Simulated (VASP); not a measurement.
Runs of VASP 6.6.1 on CaAl2Ge2. The structure is that of space group P-3m1 (No. 164), or close to it. The cells are those of the table. 

```csv
cell,gap on the mesh (eV),pressure (GPa),largest force (eV/Å)
"a = 4.210, b = 4.210, c = 7.236 Å, angles 90.0, 90.0, 120.0°, 5 atoms",none,-4.4,0.03
"a = 4.105, b = 4.105, c = 7.055 Å, angles 90.0, 90.0, 120.0°, 5 atoms",none,(c),0.25
"a = 4.176, b = 4.176, c = 7.177 Å, angles 90.0, 90.0, 120.0°, 5 atoms",none,-3.1,0.05
"a = 4.141, b = 4.141, c = 7.116 Å, angles 90.0, 90.0, 120.0°, 5 atoms",none,-1.5,0.15
"a = 4.032, b = 4.032, c = 6.929 Å, angles 90.0, 90.0, 120.0°, 5 atoms",none,4.7,0.49
"a = 4.278, b = 4.278, c = 7.352 Å, angles 90.0, 90.0, 120.0°, 5 atoms",none,(a),0.17
"a = 4.069, b = 4.069, c = 6.993 Å, angles 90.0, 90.0, 120.0°, 5 atoms",none,(b),0.36
"a = 4.311, b = 4.311, c = 7.408 Å, angles 90.0, 90.0, 120.0°, 5 atoms",none,-7.3,0.23
"a = 4.244, b = 4.244, c = 7.294 Å, angles 90.0, 90.0, 120.0°, 5 atoms",none,-5.5,0.11
```

Alike in all rows: task single point; level LDA; potentials or basis VASP PAW LDA potentials, release 64 (Ca_sv, Al, Ge_d); no spin polarisation; k mesh 6 × 6 × 4; cutoff (eV) 520; smearing fermi-dirac 0.1 eV.

Q: Fill in the values left out.

A: (a) -6.4; (b) 2.3; (c) 0.3.

Caveats: the cell stands under tension (at least some runs); the cell stands under pressure (at least some runs).

A k mesh can miss the band edges, and the runs leave out spin-orbit coupling on Ge.

A gap of «none» marks levels without a gap at the run's occupations.
